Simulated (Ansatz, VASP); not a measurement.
This is a calculation of Pb for VASP 6.6.1.

The input INCAR:

```
SYSTEM = Pb
PREC = Accurate
ENCUT = 600
EDIFF = 1E-7
ISMEAR = -1
SIGMA = 0.05
LREAL = .FALSE.
LASPH = .TRUE.
NELM = 60
ALGO = Normal
ISIF = 3
LWAVE = .FALSE.
LCHARG = .FALSE.
GGA = PE
IBRION = 2
NSW = 60
EDIFFG = -0.01
```

File KPOINTS:

```
Automatic mesh
0
G
  9 9 5
  0 0 0
```

POSCAR

```
Pb
1.0
    3.4800000000      0.0000000000      0.0000000000
   -1.7400000000      3.0137684052      0.0000000000
    0.0000000000      0.0000000000      5.5900000000
Pb
2
Direct
    0.6666666667      0.3333333333      0.7500000000
    0.3333333333      0.6666666667      0.2500000000
```

Potentials or basis: VASP PAW PBE potentials, release 64 (Pb_d).

Run with:

```sh
$ cat potpaw_PBE.64/Pb_d/POTCAR > POTCAR
$ mpirun -np 1 vasp_std > vasp.out
```

**Question.** Translate it to Ansatz 0.2.0. Potentials there: Ansatz PAW.

**Answer.** As run (the cutoff follows the program's own potentials):

Contents of input.yaml:

```yaml
crystal:
  lattice:
    - [3.48, 0.0, 0.0]
    - [-1.74, 3.0137684052, 0.0]
    - [0.0, 0.0, 5.59]
  atoms:
    - { symbol: Pb, position: [0.6666666667, 0.3333333333, 0.75] }
    - { symbol: Pb, position: [0.3333333333, 0.6666666667, 0.25] }
hamiltonian:
  xc: pbe
  pseudopotentials: { kind: paw }
kpoints:
  mp_grid: { grid: [9, 9, 5] }
scf:
  occupations: { method: fermi_dirac, width: 0.05 }
output:
  forces: true
  stress: true
  eigenvalues: true
relax:
  f_tol: 0.01
  max_steps: 40
  cell: { stress_tol: 0.05 }
```

Potentials or basis: Ansatz PAW.

Run with:

```bash
$ ansatz run input.yaml --threads 2 --pin off --max-ram 5632MiB --backend cpu --events-out ev --progress --plain --runs-dir out
```

Both were run:

|  | VASP | Ansatz | Ansatz less VASP |
| --- | --- | --- | --- |
| gap on the k mesh at the Fermi level, each at its own relaxed structure (eV) | none | none | - |
| relaxed volume (Å³/atom) | 31.72 | 31.78 | +0.054 |
| relaxed cell length with the largest relative difference (Å) | 5.957 | 5.968 | +0.0108 |

A gap of «none» marks a metal or a gap that the smearing closes.

Spin-orbit coupling is off throughout. Noted on Ansatz's run: the plane-wave basis is chosen anew once the cell has moved, so the energies of steps on either side of that aren't comparable.
